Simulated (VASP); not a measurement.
Al3NiGe2Pd3, 9 atoms in the cell. It takes space group P-62m (No. 189, hexagonal). The conventional cell has a = 6.321 Å, b = 6.321 Å, c = 3.781 Å, α = 90.00°, β = 90.00°, γ = 120.00°. Al (site symmetry m2m) has 2 Ni at 2.37 Å and 2 Al at 2.48 Å and 2 Ge at 2.51 Å and 6 Pd at 2.91 to 3.00 Å within 3.1 Å. Pd (site symmetry m2m) has 1 Ni at 2.55 Å and 4 Ge at 2.70 Å and 6 Al at 2.91 to 3.00 Å and 4 Pd at 3.33 Å within 3.4 Å. Ge (site symmetry -6) has 3 Al at 2.51 Å and 6 Pd at 2.70 Å within 3.3 Å. Within 3.1 Å of Ni (site symmetry -62m) lie 6 Al at 2.37 Å and 3 Pd at 2.55 Å. 

```yaml
Program: VASP 6.6.1
Task: single point
Functional: revPBE
Potentials_or_basis: VASP PAW PBE potentials, release 64 (Al, Pd, Ge_d, Ni)
Cutoff: 520 eV
k_mesh: 4 × 4 × 5
Occupations: tetrahedron
Spin: no spin polarisation
Dipole_correction: no
Further_INCAR_settings: ALGO = Normal; EDIFF = 1e-07; NBANDS = 48
```

Potentials or basis: VASP PAW PBE potentials, release 64 (Al, Pd, Ge_d, Ni).

Run with:

```console
$ cat potpaw_PBE.64/Al/POTCAR potpaw_PBE.64/Pd/POTCAR potpaw_PBE.64/Ge_d/POTCAR potpaw_PBE.64/Ni/POTCAR > POTCAR
$ mpirun -np 1 vasp_std > vasp.out
```

Hardware: 1 thread of AMD EPYC 7R13 Processor (Zen 3), on a shared host.

How long does it take, and how much memory?

Run time: 3.3 min on 1 thread of AMD EPYC 7R13 Processor (Zen 3), with other jobs on the host, peak memory 0.29 GiB. Counts: scf iterations 17, k points 21.
